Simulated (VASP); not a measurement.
AlGa2As3:

```
CELL_PARAMETERS angstrom
6.19898 0.00000 0.00000
-3.09949 5.36847 0.00000
0.00000 0.00000 3.56678
ATOMIC_POSITIONS crystal
Al 0.00000 0.00000 0.50000
Ga 0.33333 0.66667 0.50000
Ga 0.66667 0.33333 0.50000
As 0.00000 0.50000 0.00000
As 0.50000 0.00000 0.00000
As 0.50000 0.50000 0.00000
```

The cell was generated, and may not be a known phase.

```yaml
Program: VASP 6.6.1
Task: relaxation of cell and atoms
Functional: PBE
Potentials_or_basis: VASP PAW PBE potentials, release 64 (Al, Ga_d, As)
Cutoff: 600 eV
k_mesh: 3 × 3 × 6
Occupations: gaussian, width 0.1 eV
Spin: no spin polarisation
```

At the start: pressure 10.7 GPa; volume 19.78 Å³/atom.

Question: Where does the relaxation end?

Answer: Over 6 steps the energy falls by 97.5 meV/atom and the volume is 23.08 Å³/atom (+16.7 %); space group P6/mmm (No. 191, to 0.1 Å) before and after.

The path:
| step | energy change (eV) | largest force (eV/Å) | pressure (GPa) | volume (Å³) |
| --- | --- | --- | --- | --- |
| 1 | 0.0000 | 0.0000 | 10.70 | 118.70 |
| 2 | -0.5440 | 0.0000 | -1.68 | 142.87 |
| 3 | -0.5685 | 0.0000 | -0.03 | 137.93 |
| 4 | -0.5684 | 0.0000 | -0.18 | 138.34 |
| 5 | -0.5832 | 0.0000 | -0.10 | 138.45 |
| 6 | -0.5848 | 0.0000 | -0.07 | 138.49 |

Final structure:
```
Al Ga As
1.0
     6.59658    0.00000    0.00000
    -3.29829    5.71280    0.00000
     0.00000    0.00000    3.67481
Al Ga As
1 2 3
Cartesian
  0.0000 0.0000 1.8374
  0.0000 3.8085 1.8374
  3.2983 1.9043 1.8374
  -1.6491 2.8564 0.0000
  3.2983 0.0000 0.0000
  1.6491 2.8564 0.0000
```

Caveat: the k points lie up to 0.37 Å⁻¹ apart in the final cell, too coarse for converged energies and pressures of a metal; the volume moved by over 15 % at a fixed basis, so the end points are rough.
